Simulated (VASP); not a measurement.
The system is Pb.

```
CELL_PARAMETERS angstrom
-2.01849 2.01849 2.01849
2.01849 -2.01849 2.01849
2.01849 2.01849 -2.01849
ATOMIC_POSITIONS crystal
Pb 0.00000 0.00000 0.00000
```

Base run:

* Program: VASP 6.6.1
* Functional: PBE
* Potentials or basis: VASP PAW PBE potentials, release 64 (Pb_d)
* Cutoff: 500 eV
* k mesh: 9 × 9 × 9
* Occupations: fermi-dirac, width 0.05 eV
* Spin: no spin polarisation

Its results: band gap on the k mesh zero (band 7 reaches 13.34 eV, above the bottom of band 8 at 4.55 eV); pressure -1.3 GPa.

Q: The run is repeated on the same cell with these changes: functional from PBE to LDA; potentials or basis from VASP PAW PBE potentials, release 64 (Pb_d) to VASP PAW LDA potentials, release 64 (Pb_d); cutoff from 500 eV to 520 eV. What comes out?

A: Band gap on the k mesh zero (band 7 reaches 12.99 eV, above the bottom of band 8 at 4.28 eV); pressure -5.0 GPa.

Caveats: spin-orbit coupling is left out, which moves the levels of the heavy elements.
